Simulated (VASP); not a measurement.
Set up this calculation in VASP 6.6.1, as the native input.

```
Task                    : density of states
Functional              : LDA
Potentials or basis     : VASP PAW LDA potentials, release 64 (Nb_sv)
Cutoff                  : 520 eV
k mesh                  : 16 × 16 × 16
Occupations             : fermi-dirac, width 0.1 eV
Spin                    : no spin polarisation
Dipole correction       : no
k mesh for the DOS      : 24 × 24 × 24
Occupations for the DOS : tetrahedron
Further INCAR settings  : ALGO = Normal; EDIFF = 1e-06
```

Nb:

```
Nb
1.0
    -1.62405    1.62405    1.62405
     1.62405   -1.62405    1.62405
     1.62405    1.62405   -1.62405
Nb
1
Direct
  0.00000 0.00000 0.00000
```

These files were run (other wordings do the same):

POSCAR

```
Nb
1.0
   -1.6240467269      1.6240467269      1.6240467269
    1.6240467269     -1.6240467269      1.6240467269
    1.6240467269      1.6240467269     -1.6240467269
Nb
1
Direct
    0.0000000000      0.0000000000      0.0000000000
```

INCAR.step1

```
SYSTEM = Nb
PREC = Accurate
ENCUT = 520
EDIFF = 1E-6
ISMEAR = -1
SIGMA = 0.1
LREAL = .FALSE.
LASPH = .TRUE.
NELM = 80
ALGO = Normal
ISIF = 2
LWAVE = .FALSE.
LCHARG = .TRUE.
LMAXMIX = 4
GGA = CA
NBANDS = 12
```

KPOINTS.step1

```
Automatic mesh
0
G
  16 16 16
  0 0 0
```

INCAR.step2

```
SYSTEM = Nb
PREC = Accurate
ENCUT = 520
EDIFF = 1E-6
ISMEAR = -5
SIGMA = 0.1
LREAL = .FALSE.
LASPH = .TRUE.
NELM = 80
ALGO = Normal
ISIF = 2
LWAVE = .FALSE.
LCHARG = .FALSE.
LMAXMIX = 4
GGA = CA
LORBIT = 11
NEDOS = 2001
ICHARG = 11
```

KPOINTS.step2

```
Automatic mesh
0
G
  24 24 24
  0 0 0
```

Potentials or basis: VASP PAW LDA potentials, release 64 (Nb_sv).

Run with:

```console
$ cat potpaw_LDA.64/Nb_sv/POTCAR > POTCAR
$ cp INCAR.step1 INCAR
$ cp KPOINTS.step1 KPOINTS
$ mpirun -np 1 vasp_std > vasp.out
$ cp INCAR.step2 INCAR
$ cp KPOINTS.step2 KPOINTS
$ mpirun -np 1 vasp_std > vasp.out
```

Results of the run:

```
Valence electrons inside the program's atomic spheres : Nb 10.83
```

It took 30 s on 1 thread of Intel(R) Xeon(R) 6975P-C (Granite Rapids), on a shared host, peak memory 0.21 GiB.
